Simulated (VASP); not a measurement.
# Ga (C2/c) in VASP: single point with r2SCAN

Aim: the single point of Ga with r2SCAN.

Everything below comes from runs of VASP 6.6.1. Logs are shortened: lines on timing, memory, paths and dates and some standing lists are left out, and cuts for length are marked.

**1. The cell of the first run**

Symmetry: C2/c, No. 15, monoclinic system. The conventional cell has a = 2.766 Å, b = 8.053 Å, c = 3.332 Å, α = 90.00°, β = 92.02°, γ = 90.00°. Ga (site symmetry 2) has 10 Ga at 2.69 to 3.33 Å within 3.5 Å.

**2. Single point, r2SCAN**

Input file POSCAR:

```
Ga
1.0
    1.3830000000     -4.0265000000      0.0000000000
    1.3830000000      4.0265000000      0.0000000000
   -0.1174500000      0.0000000000      3.3299300000
Ga
2
Direct
    0.8690000000      0.1310000000      0.2500000000
    0.1310000000      0.8690000000      0.7500000000
```

Input file INCAR.step1:

```
SYSTEM = Ga
PREC     = Accurate       ! precision mode
ENCUT    = 520            ! plane-wave cutoff, eV
ISMEAR   = 0              ! smearing method
SIGMA    = 0.1            ! smearing width, eV
LREAL    = .FALSE.        ! projectors in reciprocal space
LASPH    = .TRUE.         ! aspherical terms in the spheres
NELM     = 80             ! most SCF steps
NBANDS   = 20             ! bands
GGA      = PE             ! functional
ALGO     = Normal         ! electronic algorithm
EDIFF    = 1E-4           ! SCF threshold, eV
LWAVE    = .TRUE.         ! write WAVECAR
LCHARG   = .FALSE.        ! write CHGCAR
```

Input file INCAR.step2:

```
SYSTEM = Ga
PREC     = Accurate       ! precision mode
ENCUT    = 520            ! plane-wave cutoff, eV
EDIFF    = 1E-6           ! SCF threshold, eV
ISMEAR   = 0              ! smearing method
SIGMA    = 0.1            ! smearing width, eV
LREAL    = .FALSE.        ! projectors in reciprocal space
LASPH    = .TRUE.         ! aspherical terms in the spheres
NELM     = 80             ! most SCF steps
ALGO     = Normal         ! electronic algorithm
ISIF     = 2              ! what is computed and relaxed
LWAVE    = .FALSE.        ! write WAVECAR
LCHARG   = .FALSE.        ! write CHGCAR
METAGGA  = R2SCAN         ! meta-GGA
LMIXTAU  = .TRUE.       
NBANDS   = 20             ! bands
ISTART   = 1
```

Input file KPOINTS:

```
regular mesh
0
G
  8 8 6
  0 0 0
```

Potentials or basis: VASP PAW PBE potentials, release 64 (Ga_d).

Run with:

```
cat potpaw_PBE.64/Ga_d/POTCAR > POTCAR
cp INCAR.step1 INCAR
mpirun -np 1 vasp_std > vasp.out
cp INCAR.step2 INCAR
mpirun -np 1 vasp_std > vasp.out
```

OUTCAR:

```text
SYSTEM = Ga
   PREC = Accurate
   ENCUT = 520
   EDIFF = 1E-6
   ISMEAR = 0
   LREAL = .FALSE.
   LASPH = .TRUE.
   NELM = 80
   ISIF = 2
   METAGGA = R2SCAN
   ISTART = 1

 ion  position               nearest neighbor table
   1  0.869  0.131  0.250-   2 2.69   2 2.69   2 2.86   2 2.86   2 2.92   2 2.92
   2  0.131  0.869  0.750-   1 2.69   1 2.69   1 2.86   1 2.86   1 2.92   1 2.92

  LATTYP: Found a base centered monoclinic cell.
 ALAT       =     2.7660000000
 B/A-ratio  =     2.9114244396
 C/A-ratio  =     1.2046278548
 COS(beta)  =    -0.0352490928

  Lattice vectors:

 A1 = (   1.3830000000,  -4.0265000000,   0.0000000000)
 A2 = (   1.3830000000,   4.0265000000,   0.0000000000)
 A3 = (  -0.1174500000,   0.0000000000,   3.3299300000)

Analysis of symmetry for initial positions (statically):
=====================================================================
 Subroutine PRICEL returns:
 Original cell was already a primitive cell.

 Routine SETGRP: Setting up the symmetry group for a
 base centered monoclinic supercell.

 Subroutine GETGRP returns: Found  4 space group operations
 (whereof  2 operations were pure point group operations)
 out of a pool of  4 trial point group operations.

The static configuration has the point symmetry S_2 .
 The point group associated with its full space group is C_2h.

Analysis of symmetry for dynamics (positions and initial velocities):
=====================================================================
 Subroutine PRICEL returns:
 Original cell was already a primitive cell.

 Routine SETGRP: Setting up the symmetry group for a
 base centered monoclinic supercell.

 Subroutine GETGRP returns: Found  4 space group operations
 (whereof  2 operations were pure point group operations)
 out of a pool of  4 trial point group operations.

The dynamic configuration has the point symmetry S_2 .
 The point group associated with its full space group is C_2h.

 Subroutine INISYM returns: Found  4 space group operations
 (whereof  2 operations are pure point group operations),
 and found     1 'primitive' translations

----------------------------------------------------------------------------------------

                                     Primitive cell

  volume of cell :      37.0864

  direct lattice vectors                    reciprocal lattice vectors
     1.383000000 -4.026500000  0.000000000     0.361532899 -0.124177325  0.012751631
[... 77 lines left out ...]
   PREC   = accura    normal or accurate (medium, high low for compatibility)
   ISTART =      1    job   : 0-new  1-cont  2-samecut
   ICHARG =      0    charge: 1-file 2-atom 10-const
   ISPIN  =      1    spin polarized calculation?
   LNONCOLLINEAR =      F non collinear calculations
   LSORBIT =      F    spin-orbit coupling
   LASPH  =      T    aspherical Exc in radial PAW
   ENCUT  =  520.0 eV  38.22 Ry    6.18 a.u.   7.92  7.92  6.20*2*pi/ulx,y,z
   NELM   =     80;   NELMIN=  2; NELMDL=  0     # of ELM steps
   EDIFF  = 0.1E-05   stopping-criterion for ELM
   LREAL  =      F    real-space projection
   EDIFFG = 0.1E-04   stopping-criterion for IOM
   NSW    =      0    number of steps for IOM
   IBRION =     -1    ionic relax: 0-MD 1-quasi-New 2-CG
   NFREE  =      0    steps in history (QN), initial steepest desc. (CG)
   ISIF   =      2    stress and relaxation
   ISYM   =      2    0-nonsym 1-usesym 2-fastsym
   POTIM  = 0.5000    time-step for ionic-motion
   TEBEG  =    0.0;   TEEND  =   0.0 temperature during run
   PSTRESS=    0.0 pullay stress
   NELECT =      26.0000    total number of electrons
   NUPDOWN=      -1.0000    fix difference up-down
   EMIN   =  10.00;   EMAX   =-10.00  energy-range for DOS
   EFERMI =   0.00;   METHOD = LEGACY
   ISMEAR =     0;   SIGMA  =   0.10  broadening in eV -4-tet -1-fermi 0-gaus
   EFERMI_NEDOS =   21; number of points for ismear=-14 and -15
   IALGO  =     38    algorithm
   IMIX   =      4    mixing-type and parameters
     AMIX     =   0.40;   BMIX     =  1.00
     AMIX_MAG =   1.60;   BMIX_MAG =  1.00
  volume/ion in A,a.u.               =      18.54       125.14
  Fermi-wavevector in a.u.,A,eV,Ry     =   1.454323  2.748272 28.777086  2.115056
  Thomas-Fermi vector in A             =   2.571487
   LORBIT       =      0    0 simple, 1 ext, 2 COOP (PROOUT), +10 PAW based schemes
   METAGGA = R2SCAN    functional components
   LHFCALC =     F    Hartree Fock is set to
   AEXX    =    0.0000 exact exchange contribution
   IVDW    =     0    specifies the selected vdW correction
   LEPSILON=     F    determine dielectric tensor
   LRPA    =     F    only Hartree local field effects (RPA)
 non-spin polarized calculation
 Gauss-broadening in eV      SIGMA  =   0.10
  energy-cutoff  :      520.00
  volume of cell :       37.09
 maximum number of plane-waves:      1010
   NGX = 15   NGY = 15   NGZ = 13

 number of electron      26.0000006 magnetization

 Free energy of the ion-electron system (eV)
  ---------------------------------------------------
  ext. energy  EPLUGINS =         0.00000000
  ---------------------------------------------------
  free energy    TOTEN  =       -22.72373079 eV

  energy without entropy =      -22.71970834  energy(sigma->0) =      -22.72171956

 E-fermi :   5.5277     XC(G=0): -12.1452

 val. band max:        5.5040902613   @ k =   0.5000   0.1250   0.3333
 cond. band min:       5.5457361822   @ k =  -0.2500   0.3750   0.3333
 fundamental gap:      0.0416459209
 Fermi energy:         5.5277002529

 k-point     1 :       0.0000    0.0000    0.0000
  band No.  band energies     occupation
      1     -10.1433      2.00000
      2     -10.1374      2.00000
      3     -10.0973      2.00000
      4     -10.0698      2.00000
      5      -9.7860      2.00000
      6      -9.7800      2.00000
[... 541 lines left out ...]
     19      17.1076      0.00000
     20      18.8230      0.00000

 [... further k-points ...]
[... 5 lines left out ...]
  --------------------------------------------------------------------------------------
  -------------------------------------------------------------------------------------
  Total       -0.8030809     -0.1610947      0.2166736      0.0000000      0.0000000     -0.0534337
  in kB      -34.6940437     -6.9594790      9.3605536      0.0000000      0.0000000     -2.3083998
  external PRESSURE =     -10.7643231 kB  Pullay stress =       0.0000000 kB

 VOLUME and BASIS-vectors are now :
 -----------------------------------------------------------------------------
  energy-cutoff  :      520.00
  volume of cell :       37.09
      direct lattice vectors                 reciprocal lattice vectors
     1.383000000 -4.026500000  0.000000000     0.361532899 -0.124177325  0.012751631
     1.383000000  4.026500000  0.000000000     0.361532899  0.124177325  0.012751631
    -0.117450000  0.000000000  3.329930000     0.000000000  0.000000000  0.300306613

 POSITION                                       TOTAL-FORCE (eV/Angst)
 -----------------------------------------------------------------------------------
      1.35364     -2.97156      0.83248        -0.000000      0.217821      0.000000
      1.29491      2.97156      2.49745         0.000000     -0.217821     -0.000000
 -----------------------------------------------------------------------------------
    total drift:                                0.000000      0.000000     -0.000000

  FREE ENERGIE OF THE ION-ELECTRON SYSTEM (eV)
  ---------------------------------------------------
  free  energy   TOTEN  =       -22.7237307864 eV

  energy  without entropy=      -22.7197083426  energy(sigma->0) =      -22.72171956
```

OSZICAR.step1:

```text
N       E                     dE             d eps       ncg     rms          rms(c)
DAV:   1     0.130260388591E+03    0.13026E+03   -0.13242E+04  4796   0.247E+03
DAV:   2     0.539628362561E+01   -0.12486E+03   -0.12185E+03  4720   0.380E+02
DAV:   3    -0.566240307263E+01   -0.11059E+02   -0.10989E+02  5116   0.936E+01
DAV:   4    -0.582766904727E+01   -0.16527E+00   -0.16519E+00  5248   0.127E+01
DAV:   5    -0.583046446986E+01   -0.27954E-02   -0.27952E-02  5232   0.160E+00    0.141E+00
DAV:   6    -0.578746981246E+01    0.42995E-01   -0.87879E-02  6092   0.491E+00    0.731E-01
DAV:   7    -0.577965679551E+01    0.78130E-02   -0.17694E-02  6476   0.183E+00    0.202E-01
DAV:   8    -0.577879241421E+01    0.86438E-03   -0.22813E-03  5044   0.660E-01    0.195E-02
DAV:   9    -0.577880922278E+01   -0.16809E-04   -0.99008E-05  3744   0.106E-01
   1 F= -.57788092E+01 E0= -.57766209E+01  d E =-.437656E-02
```

Wall time 3.8 min (1 thread of AMD EPYC 7R13 (Zen 3), shared host); peak memory 0.19 GiB.

What came out:

```
Free energy            : -22.7237 eV
Pressure               : -1.1 GPa
Largest force          : 0.218 eV/Å
Band gap on the k mesh : zero (bands 13 and 14 overlap by 8.75 eV)
```

Forces in eV/Å, atoms in the order of the input:
```
Ga   0.000  0.218  0.000
Ga   0.000 -0.218  0.000
```

Levels at points of the mesh, in eV from the Fermi level:
| k point | band 10 | band 11 | band 12 | band 13 | band 14 | band 15 | band 16 | band 17 |
| --- | --- | --- | --- | --- | --- | --- | --- | --- |
| (0.00, 0.00, 0.00) | -15.12 | -11.77 | -2.28 | -1.52 | 1.69 | 5.89 | 10.28 | 10.78 |
| (0.50, 0.00, 0.00) | -15.14 | -6.32 | -5.24 | -1.49 | 0.19 | 6.08 | 6.96 | 8.91 |
| (0.50, 0.50, 0.00) | -15.18 | -9.56 | -8.97 | 4.17 | 4.82 | 6.25 | 6.44 | 7.99 |
| (0.00, 0.00, 0.50) | -15.19 | -8.14 | -8.14 | 1.72 | 1.72 | 2.74 | 2.74 | 12.34 |
| (0.50, 0.00, 0.50) | -15.14 | -3.00 | -2.92 | -1.73 | -1.51 | 1.83 | 2.41 | 4.69 |
| (0.50, 0.50, 0.50) | -15.28 | -6.26 | -6.26 | -4.58 | -4.58 | 11.48 | 11.48 | 12.55 |

Caveat: the PAW data sets were made with another functional, which shifts forces and pressure a little.
